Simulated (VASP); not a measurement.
Input of a VASP 6.6.1 run:

The input POSCAR:

```
Ge
1.0
    4.1575198196      0.0000000000      0.0000000000
   -2.0787599098      3.6005177805      0.0000000000
    0.0000000000      0.0000000000      6.8565322960
Ge
4
Direct
    0.3333333333      0.6666666667      0.0001969496
    0.6666666667      0.3333333333      0.5001969496
    0.3333333333      0.6666666667      0.3748030504
    0.6666666667      0.3333333333      0.8748030504
```

The input INCAR.step1:

```
SYSTEM = Ge
PREC = Accurate
ENCUT = 520
ISMEAR = -1
SIGMA = 0.02
LREAL = .FALSE.
LASPH = .TRUE.
NELM = 100
NBANDS = 36
GGA = PE
ALGO = Normal
EDIFF = 1E-4
LWAVE = .TRUE.
LCHARG = .FALSE.
```

File INCAR.step2:

```
SYSTEM = Ge
PREC = Accurate
ENCUT = 520
EDIFF = 1E-6
ISMEAR = -1
SIGMA = 0.02
LREAL = .FALSE.
LASPH = .TRUE.
NELM = 100
ALGO = Normal
ISIF = 2
LWAVE = .FALSE.
LCHARG = .FALSE.
METAGGA = R2SCAN
LMIXTAU = .TRUE.
NBANDS = 36
ISTART = 1
```

KPOINTS

```
Automatic mesh
0
G
  12 12 4
  0 0 0
```

Potentials or basis: VASP PAW PBE potentials, release 64 (Ge_d).

Run with:

```bash
$ cat potpaw_PBE.64/Ge_d/POTCAR > POTCAR
$ cp INCAR.step1 INCAR
$ mpirun -np 1 vasp_std > vasp.out
$ cp INCAR.step2 INCAR
$ mpirun -np 1 vasp_std > vasp.out
```

**Question.** Predict the pressure.

**Answer.** -6.2 GPa.

**Question.** Estimate the band gap on the k mesh.

**Answer.** 0.10 eV (least direct gap 0.22 eV).

Caveat: the cell differs from its parent crystal (strain +4.0%); the cell stands under tension; the PAW data sets were made with another functional, which shifts forces and pressure a little. A k mesh can miss the band edges.
